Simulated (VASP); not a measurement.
# LiF (P4mm) in VASP: notebook, part 2 of 2

VASP 6.6.1. The steps go on from the part before.

## Step 3: Single point, r2SCAN (all F atoms moved +0.113 Å, as atom 2 along Cartesian [0 0 1])

The input, POSCAR:

```
LiF
1.0
    2.5595330000      0.0000000000      0.0000000000
    0.0000000000      2.5595330000      0.0000000000
    0.0000000000      0.0000000000      2.5595330000
Li F
1 1
Direct
    0.0000000000      0.0000000000      0.0000000000
    0.5000000000      0.5000000000      0.5439533305
```

The input, INCAR.step1:

```
SYSTEM = LiF
PREC = Accurate
ENCUT = 520
ISMEAR = 0
SIGMA = 0.05
LREAL = .False.
LASPH = .True.
NELM = 60
NBANDS = 12
GGA = PE
ALGO = Normal
EDIFF = 1E-4
LWAVE = .True.
LCHARG = .False.
```

The input, INCAR.step2:

```
SYSTEM = LiF
PREC = Accurate
ENCUT = 520
EDIFF = 1E-6
ISMEAR = 0
SIGMA = 0.05
LREAL = .False.
LASPH = .True.
NELM = 60
ALGO = Normal
ISIF = 2
LWAVE = .False.
LCHARG = .True.
METAGGA = R2SCAN
LMIXTAU = .True.
LELF = .True.
LVHAR = .True.
NBANDS = 12
ISTART = 1
```

The input, KPOINTS:

```
regular mesh
0
Gamma
  10 10 10
  0 0 0
```

Potentials or basis: VASP PAW PBE potentials, release 64 (Li_sv, F).

Command:

```
> cat potpaw_PBE.64/Li_sv/POTCAR potpaw_PBE.64/F/POTCAR > POTCAR
> cp INCAR.step1 INCAR
> mpirun -np 1 vasp_std > vasp.out
> cp INCAR.step2 INCAR
> mpirun -np 1 vasp_std > vasp.out
```

It took 41 s on 1 thread of AMD EPYC 9R45 (Zen 5), shared host; peak memory 0.1 GiB.

Results (log left out):

- Free energy: -11.2626 eV
- Largest force: 0.071 eV/Å
- Band gap on the k mesh: 8.62 eV (least direct gap 9.29 eV)

Forces in eV/Å, atoms in the order of the input:
```
Li   0.000  0.000 -0.071
F    0.000  0.000  0.071
```

Levels at points of the mesh, in eV from the valence-band top:
```tsv
k point	band 3	band 4	band 5	band 6	band 7	band 8
(0.00, 0.00, 0.00)	-0.69	-0.69	-0.67	8.62	19.72	19.89
(0.50, 0.00, 0.00)	-3.67	-0.30	-0.29	10.18	15.26	21.91
(0.00, 0.00, 0.50)	-3.67	-0.30	-0.30	10.13	15.40	21.97
(0.50, 0.50, 0.00)	-3.28	-3.28	0.00	14.60	14.91	14.91
(0.00, 0.50, 0.50)	-3.26	-3.25	-0.01	13.79	14.90	15.73
(0.50, 0.50, 0.50)	-2.31	-2.31	-2.29	12.20	12.24	12.24
```

Caveat: the cell differs from its parent crystal (all F atoms moved +0.113 Å, as atom 2 along Cartesian [0 0 1]); the PAW data sets were made with another functional, which shifts forces and pressure a little.

## Step 4: Single point, r2SCAN (all F atoms moved +0.037 Å, as atom 2 along Cartesian [0 0 1])

Changes to POSCAR since step 3:

```diff
@@ -9,2 +9,2 @@
     0.0000000000      0.0000000000      0.0000000000
-    0.5000000000      0.5000000000      0.5439533305
+    0.5000000000      0.5000000000      0.5146511102
```

The input, INCAR.step1:

```
SYSTEM = LiF
ALGO     = Normal         ! electronic algorithm
EDIFF    = 1E-4           ! SCF threshold, eV
ENCUT    = 520            ! plane-wave cutoff, eV
GGA      = PE             ! functional
ISMEAR   = 0              ! smearing method
LASPH    = .TRUE.         ! aspherical terms in the spheres
LCHARG   = .FALSE.        ! write CHGCAR
LREAL    = .FALSE.        ! projectors in reciprocal space
LWAVE    = .TRUE.         ! write WAVECAR
NBANDS   = 12             ! bands
NELM     = 60             ! most SCF steps
PREC     = Accurate       ! precision mode
SIGMA    = 0.05           ! smearing width, eV
```

The input, INCAR.step2:

```
SYSTEM = LiF
ALGO     = Normal         ! electronic algorithm
EDIFF    = 1E-6           ! SCF threshold, eV
ENCUT    = 520            ! plane-wave cutoff, eV
ISIF     = 2              ! what is computed and relaxed
ISMEAR   = 0              ! smearing method
ISTART   = 1            
LASPH    = .TRUE.         ! aspherical terms in the spheres
LCHARG   = .FALSE.        ! write CHGCAR
LMIXTAU  = .TRUE.       
LREAL    = .FALSE.        ! projectors in reciprocal space
LWAVE    = .FALSE.        ! write WAVECAR
METAGGA  = R2SCAN         ! meta-GGA
NBANDS   = 12             ! bands
NELM     = 60             ! most SCF steps
PREC     = Accurate       ! precision mode
SIGMA    = 0.05           ! smearing width, eV
```

The input, KPOINTS:

```
k-points
0
G
  10 10 10
  0 0 0
```

Command:

```
> cat potpaw_PBE.64/Li_sv/POTCAR potpaw_PBE.64/F/POTCAR > POTCAR
> cp INCAR.step1 INCAR
> mpirun -np 1 vasp_std > vasp.out
> cp INCAR.step2 INCAR
> mpirun -np 1 vasp_std > vasp.out
```

Run time: 48 s. Hardware: 1 thread of AMD EPYC 9R45 (Zen 5), shared host; peak memory 0.1 GiB.

It converged, with:

```yaml
Free_energy: -11.2599 eV
Largest_force: 0.036 eV/Å
Band_gap_on_the_k_mesh: 8.63 eV (least direct gap 9.32 eV)
```

Forces in eV/Å, atoms in the order of the input:
```
Li   0.000  0.000 -0.036
F    0.000  0.000  0.036
```

Levels at points of the mesh, in eV from the valence-band top:
| k point | band 2 | band 3 | band 4 | band 5 | band 6 | band 7 | band 8 | band 9 |
| --- | --- | --- | --- | --- | --- | --- | --- | --- |
| (0.00, 0.00, 0.00) | -21.94 | -0.68 | -0.68 | -0.68 | 8.63 | 19.87 | 19.89 | 22.68 |
| (0.50, 0.00, 0.00) | -21.49 | -3.66 | -0.29 | -0.29 | 10.15 | 15.33 | 21.92 | 21.94 |
| (0.00, 0.00, 0.50) | -21.49 | -3.66 | -0.29 | -0.29 | 10.15 | 15.35 | 21.93 | 21.93 |
| (0.50, 0.50, 0.00) | -20.98 | -3.26 | -3.26 | 0.00 | 14.58 | 14.87 | 14.87 | 20.57 |
| (0.00, 0.50, 0.50) | -20.98 | -3.26 | -3.26 | 0.00 | 14.38 | 14.87 | 15.08 | 20.56 |
| (0.50, 0.50, 0.50) | -20.54 | -2.30 | -2.30 | -2.29 | 12.19 | 12.19 | 12.19 | 25.58 |

Caveat: the cell differs from its parent crystal (all F atoms moved +0.037 Å, as atom 2 along Cartesian [0 0 1]); the PAW data sets were made with another functional, which shifts forces and pressure a little. A k mesh can miss the band edges.

## Step 5: The runs side by side

| cell | gap on the mesh (eV) | largest force (eV/Å) |
| --- | --- | --- |
| as given, atomic positions A | 8.63 | 0.05 |
| as given, atomic positions B | 8.62 | 0.07 |
| as given, atomic positions C | 8.63 | 0.04 |

Alike in all rows: task single point; level r2SCAN; potentials or basis VASP PAW PBE potentials, release 64 (Li_sv, F); no spin polarisation; k mesh 10 × 10 × 10; cutoff (eV) 520; smearing gaussian 0.05 eV.

Caveats: the PAW data sets were made with another functional, which shifts forces and pressure a little.

Absolute energies hang on the potentials; compare differences alone.
